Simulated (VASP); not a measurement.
# Zn24O23 (a cell with a defect) in VASP: a series of runs, part 2 of 2

VASP 6.6.1.

## 3. Single point, PBE (atoms taken out, then relaxed in part)

Input file INCAR:

```
SYSTEM = Zn24O23
  PREC = Accurate
  ENCUT = 520
  EDIFF = 1E-6
  ISMEAR = 0
  SIGMA = 0.01
  LREAL = Auto
  LASPH = .True.
  NELM = 60
  ALGO = Normal
  ISIF = 2
  LWAVE = .False.
  LCHARG = .True.
  GGA = PE
  LELF = .True.
  LVHAR = .True.
  NBANDS = 242
```

Input file KPOINTS:

```
Automatic mesh
0
Gamma
  2 2 2
  0.5 0.5 0.5
```

Input file POSCAR:

```
Zn24O23
1.0
   -3.2793907958      5.6800714764      5.2932332175
   -3.2793907959     -5.6800714763      5.2932332175
    6.5587815918     -0.0000000001      5.2932332175
Zn O
24 23
Direct
    0.3455953574      0.6789286907      0.5122620240
    0.6670479199      0.5011841247      0.3348585473
   -0.0015072173      0.8326725664      0.6657644338
    0.1678507913      0.5015252140      0.8337145865
    0.4993392331      0.8324311005      0.1651594494
    0.1681918807      0.0003812532      0.3345174580
    0.4990977672      0.3318261161      0.6660058997
    0.8313337898      0.6671739975     -0.0002998011
    0.8330335323      0.1646671231      0.5005073308
    0.3338406642      0.1663668656     -0.0019995435
    0.6679052353      0.0012385686      0.8345719020
    0.0001346020      0.3334679353      0.1668012686
    0.3344225178      0.5029653216      0.1673269204
    0.6655449974      0.3365056329     -0.0016332308
    0.0006602538      0.6677558511      0.3362986549
    0.1696319882      0.3339935871      0.5010891845
    0.4962595661      0.6788853990      0.8132114104
    0.1664950595      0.8335356409     -0.0005396570
    0.5002023076      0.1661270096      0.3331617262
    0.8327936763      0.4998283928      0.6668689742
    0.8317001025     -0.0011216693      0.1698389662
    0.3455520657     -0.0201219229      0.6629262328
    0.6465447438      0.8295928995      0.5122187324
    0.0031722995      0.1650334358      0.8322116641
    0.7898789685      0.6312756670      0.4622862592
    0.1311405352      0.9577868496      0.7892303136
    0.2979423337      0.6289529258      0.9565456352
    0.6244535163      0.9558969803      0.2978072019
    0.2956195925      0.1232123019      0.4646090003
    0.6225636469      0.4644738686      0.7911201829
    0.9595132032      0.7925941163      0.1269462355
    0.9602795688      0.2928465365      0.6259274496
    0.4592607830      0.2936129022      0.1261798699
    0.7939816993      0.1273150326      0.9606483659
    0.1266832250      0.4600165583      0.2933498917
    0.4586873609      0.6287646269      0.2986380937
    0.7923835187      0.4603017045      0.1271227608
    0.1319714270      0.7920206942      0.4620979603
    0.2954312936      0.4653047603      0.6253540275
    0.6232240756      0.7921385269      0.9557902610
    0.2926547380      0.9604046901      0.1263075735
    0.6270713568      0.2929742402      0.4593214046
    0.9596409069      0.6259880713      0.7937380234
    0.9604560941      0.1257168520      0.2936350378
    0.4588051936      0.1224569277      0.7898907423
    0.7891235943      0.9565574090      0.6254718602
    0.1269683712      0.2937894274      0.9590501854
```

Potentials or basis: VASP PAW PBE potentials, release 64 (Zn, O).

On the command line:

```
$ cat potpaw_PBE.64/Zn/POTCAR potpaw_PBE.64/O/POTCAR > POTCAR
$ mpirun -np 1 vasp_std > vasp.out
```

OUTCAR:

```text
SYSTEM = Zn24O23
   PREC = Accurate
   ENCUT = 520
   EDIFF = 1E-6
   ISMEAR = 0
   LREAL = Auto
   LASPH = .True.
   NELM = 60
   ISIF = 2
   GGA = PE

 ion  position               nearest neighbor table
   1  0.346  0.679  0.512-  36 2.02  38 2.02  39 2.02  17 2.94  22 2.94  23 2.94
   2  0.667  0.501  0.335-  42 2.00  37 2.00  36 2.01  25 2.01
   3  0.998  0.833  0.666-  43 2.00  38 2.00  46 2.01  26 2.02
   4  0.168  0.502  0.834-  43 2.00  47 2.00  39 2.01  27 2.01
   5  0.499  0.832  0.165-  41 2.00  36 2.00  40 2.01  28 2.02
   6  0.168  0.000  0.335-  41 2.00  44 2.00  38 2.01  29 2.01
   7  0.499  0.332  0.666-  42 2.00  39 2.00  45 2.01  30 2.02
   8  0.831  0.667  1.000-  37 2.00  43 2.00  40 2.01  31 2.02
   9  0.833  0.165  0.501-  44 2.00  42 2.00  46 2.01  32 2.02
  10  0.334  0.166  0.998-  47 2.00  41 2.00  45 2.01  33 2.02
  11  0.668  0.001  0.835-  34 2.00  40 2.00  45 2.00  46 2.00
  12  0.000  0.333  0.167-  47 2.00  37 2.00  44 2.00  35 2.01
  13  0.334  0.503  0.167-  35 2.01  33 2.01  27 2.02  36 2.02
  14  0.666  0.337  0.998-  33 2.00  37 2.01  30 2.01  34 2.02
  15  0.001  0.668  0.336-  35 2.01  31 2.01  25 2.02  38 2.02
  16  0.170  0.334  0.501-  35 2.01  32 2.01  29 2.02  39 2.02
  17  0.496  0.679  0.813-  27 2.02  30 2.03  40 2.03   1 2.94  22 2.96  23 2.96
[... 28 lines left out ...]
  46  0.789  0.957  0.625-  11 2.00   3 2.01   9 2.01  23 2.03
  47  0.127  0.294  0.959-  10 2.00   4 2.00  12 2.00  24 2.01

  LATTYP: Found a trigonal (rhomboedric) cell.
 ALAT       =     8.4282817860
 COS(alpha) =     0.0916368598

  Lattice vectors:

 A1 = (  -3.2793907958,   5.6800714764,   5.2932332175)
 A2 = (  -3.2793907959,  -5.6800714763,   5.2932332175)
 A3 = (   6.5587815918,  -0.0000000001,   5.2932332175)

Analysis of symmetry for initial positions (statically):
=====================================================================
 Subroutine PRICEL returns:
 Original cell was already a primitive cell.

 Routine SETGRP: Setting up the symmetry group for a
 trigonal (rhombohedral) supercell.

 Subroutine GETGRP returns: Found  3 space group operations
 (whereof  1 operations were pure point group operations)
 out of a pool of 12 trial point group operations.

The static configuration has the point symmetry C_1 .
 The point group associated with its full space group is C_3 .

Analysis of symmetry for dynamics (positions and initial velocities):
=====================================================================
 Subroutine PRICEL returns:
 Original cell was already a primitive cell.

 Routine SETGRP: Setting up the symmetry group for a
 trigonal (rhombohedral) supercell.

 Subroutine GETGRP returns: Found  3 space group operations
 (whereof  1 operations were pure point group operations)
 out of a pool of 12 trial point group operations.

The dynamic configuration has the point symmetry C_1 .
 The point group associated with its full space group is C_3 .

 Subroutine INISYM returns: Found  3 space group operations
 (whereof  1 operations are pure point group operations),
 and found     1 'primitive' translations

----------------------------------------------------------------------------------------

                                     Primitive cell

  volume of cell :     591.5879

  direct lattice vectors                    reciprocal lattice vectors
    -3.279390796  5.680071476  5.293233218    -0.050822448  0.088027061  0.062973483
    -3.279390796 -5.680071476  5.293233218    -0.050822448 -0.088027061  0.062973483
     6.558781592 -0.000000000  5.293233218     0.101644895 -0.000000000  0.062973483

  length of vectors
[... 139 lines left out ...]
 SYSTEM =  Zn24O23
   PREC   = accura    normal or accurate (medium, high low for compatibility)
   ISTART =      0    job   : 0-new  1-cont  2-samecut
   ICHARG =      2    charge: 1-file 2-atom 10-const
   ISPIN  =      1    spin polarized calculation?
   LNONCOLLINEAR =      F non collinear calculations
   LSORBIT =      F    spin-orbit coupling
   LASPH  =      T    aspherical Exc in radial PAW
   ENCUT  =  520.0 eV  38.22 Ry    6.18 a.u.  15.67 15.67 15.67*2*pi/ulx,y,z
   NELM   =     60;   NELMIN=  2; NELMDL= -5     # of ELM steps
   EDIFF  = 0.1E-05   stopping-criterion for ELM
   LREAL  =      T    real-space projection
   EDIFFG = 0.1E-04   stopping-criterion for IOM
   NSW    =      0    number of steps for IOM
   IBRION =     -1    ionic relax: 0-MD 1-quasi-New 2-CG
   NFREE  =      0    steps in history (QN), initial steepest desc. (CG)
   ISIF   =      2    stress and relaxation
   ISYM   =      2    0-nonsym 1-usesym 2-fastsym
   POTIM  = 0.5000    time-step for ionic-motion
   TEBEG  =    0.0;   TEEND  =   0.0 temperature during run
   PSTRESS=    0.0 pullay stress
   NELECT =     426.0000    total number of electrons
   NUPDOWN=      -1.0000    fix difference up-down
   EMIN   =  10.00;   EMAX   =-10.00  energy-range for DOS
   EFERMI =   0.00;   METHOD = LEGACY
   ISMEAR =     0;   SIGMA  =   0.01  broadening in eV -4-tet -1-fermi 0-gaus
   EFERMI_NEDOS =   21; number of points for ismear=-14 and -15
   IALGO  =     38    algorithm
   IMIX   =      4    mixing-type and parameters
     AMIX     =   0.40;   BMIX     =  1.00
     AMIX_MAG =   1.60;   BMIX_MAG =  1.00
  volume/ion in A,a.u.               =      12.59        84.94
  Fermi-wavevector in a.u.,A,eV,Ry     =   1.467365  2.772919 29.295538  2.153161
  Thomas-Fermi vector in A             =   2.582992
   LORBIT       =      0    0 simple, 1 ext, 2 COOP (PROOUT), +10 PAW based schemes
   GGA     = PE    functional components
   LHFCALC =     F    Hartree Fock is set to
   AEXX    =    0.0000 exact exchange contribution
   IVDW    =     0    specifies the selected vdW correction
   LEPSILON=     F    determine dielectric tensor
   LRPA    =     F    only Hartree local field effects (RPA)
 non-spin polarized calculation
 Gauss-broadening in eV      SIGMA  =   0.01
  energy-cutoff  :      520.00
  volume of cell :      591.59
 maximum number of plane-waves:     15929
 NGX is ok and might be reduce to    64
   NGX = 31   NGY = 31   NGZ = 31

 number of electron     425.9999992 magnetization

 Free energy of the ion-electron system (eV)
  ---------------------------------------------------
  ext. energy  EPLUGINS =         0.00000000
  ---------------------------------------------------
  free energy    TOTEN  =      -205.74301965 eV

  energy without entropy =     -205.74301965  energy(sigma->0) =     -205.74301965

 E-fermi :   1.0616     XC(G=0): -10.6764

 val. band max:        0.9786388682   @ k =  -0.2500   0.2500   0.2500
 cond. band min:       2.8699388239   @ k =   0.2500   0.2500   0.2500
 fundamental gap:      1.8912999556
 Fermi energy:         1.0616123360

 k-point     1 :       0.2500    0.2500    0.2500
  band No.  band energies     occupation
      1     -16.8272      2.00000
      2     -16.5749      2.00000
      3     -16.5720      2.00000
      4     -16.5400      2.00000
      5     -16.4187      2.00000
      6     -16.4153      2.00000
[... 217 lines left out ...]
    224       6.1407      0.00000
    225       6.1535      0.00000

 k-point     2 :      -0.2500    0.2500    0.2500
  band No.  band energies     occupation
      1     -16.8076      2.00000
      2     -16.6089      2.00000
      3     -16.5856      2.00000
      4     -16.5599      2.00000
      5     -16.4466      2.00000
      6     -16.4051      2.00000
[... 217 lines left out ...]
    224       6.2979      0.00000
    225       6.3248      0.00000
 [bands above 225 left out]

------------------------ aborting loop because EDIFF is reached ----------------------------------------

  FORCE on cell =-STRESS in cart. coord.  units (eV):
  Direction    XX          YY          ZZ          XY          YZ          ZX
  --------------------------------------------------------------------------------------
  -------------------------------------------------------------------------------------
  Total       -3.8588776     -3.8588776     -3.6491893     -0.0000000     -0.0000000     -0.0000000
  in kB      -10.4508672    -10.4508672     -9.8829754     -0.0000001     -0.0000000     -0.0000000
  external PRESSURE =     -10.2615699 kB  Pullay stress =       0.0000000 kB

 VOLUME and BASIS-vectors are now :
 -----------------------------------------------------------------------------
  energy-cutoff  :      520.00
  volume of cell :      591.59
      direct lattice vectors                 reciprocal lattice vectors
    -3.279390796  5.680071476  5.293233218    -0.050822448  0.088027061  0.062973483
    -3.279390796 -5.680071476  5.293233218    -0.050822448 -0.088027061  0.062973483
     6.558781592 -0.000000000  5.293233218     0.101644895 -0.000000000  0.062973483

 POSITION                                       TOTAL-FORCE (eV/Angst)
 -----------------------------------------------------------------------------------
     -0.00000     -1.89336      8.13457         0.000000     -0.000000      0.056324
     -1.63483      0.94212      7.95621        -0.001544      0.001997      0.000555
     -1.63850      0.94187     13.21683         0.000915     -0.004265      0.000689
      3.27301     -1.89529      7.95621         0.002501      0.000339      0.000555
     -3.28415     -1.89199      7.92360        -0.004151      0.001340      0.000689
      1.64121      0.95318      2.66298        -0.000957     -0.002336      0.000555
[... 39 lines left out ...]
     -1.62244     -0.95104     12.55107         0.000398      0.000185     -0.006717
      4.91037     -0.94756      7.30365        -0.000873     -0.003560     -0.001093
 -----------------------------------------------------------------------------------
    total drift:                                0.001198      0.000429     -0.002069

  FREE ENERGIE OF THE ION-ELECTRON SYSTEM (eV)
  ---------------------------------------------------
  free  energy   TOTEN  =      -205.7430196548 eV

  energy  without entropy=     -205.7430196548  energy(sigma->0) =     -205.74301965
```

It took 21 min on 1 thread of Oxide Virtual Turin-like, shared host; peak memory 0.62 GiB.

What came out:

```
Free energy            : -205.7430 eV
Pressure               : -1.0 GPa
Largest force          : 0.056 eV/Å
Band gap on the k mesh : 1.89 eV
```

Forces on the atoms (eV/Å):
```
Zn   0.000  0.000  0.056
Zn  -0.002  0.002  0.001
Zn   0.001 -0.004  0.001
Zn   0.003  0.000  0.001
Zn  -0.004  0.001  0.001
Zn  -0.001 -0.002  0.001
Zn   0.003  0.003  0.001
Zn   0.000 -0.002  0.003
Zn   0.002  0.001  0.003
Zn  -0.002  0.001  0.003
Zn   0.000  0.000  0.006
Zn   0.000  0.000  0.000
Zn  -0.004 -0.002  0.003
Zn  -0.005  0.000  0.000
Zn   0.004 -0.003  0.003
Zn   0.000  0.004  0.003
Zn  -0.045 -0.025 -0.019
Zn   0.003 -0.003  0.000
Zn  -0.004 -0.001  0.000
Zn   0.002  0.004  0.000
Zn   0.003 -0.004  0.000
Zn   0.001  0.052 -0.019
Zn   0.045 -0.026 -0.019
Zn   0.002  0.004  0.000
O   -0.004 -0.003  0.004
O   -0.007 -0.001 -0.001
O   -0.001  0.005  0.004
O    0.003  0.007 -0.001
O    0.005 -0.002  0.004
O    0.005 -0.006 -0.001
O    0.002  0.003 -0.003
O   -0.003  0.000 -0.003
O    0.002 -0.003 -0.003
O    0.000  0.000  0.003
O    0.000  0.000  0.000
O    0.007 -0.003  0.000
O    0.004  0.001 -0.001
O   -0.001  0.008  0.000
O   -0.006 -0.005  0.000
O    0.000  0.000 -0.007
O    0.000 -0.003 -0.001
O   -0.002  0.002 -0.001
O    0.003  0.001 -0.001
O   -0.003  0.003 -0.001
O    0.000  0.000 -0.007
O    0.000  0.000 -0.007
O   -0.001 -0.004 -0.001
```

Caveat: the cell differs from its parent crystal (atoms taken out, then relaxed in part).
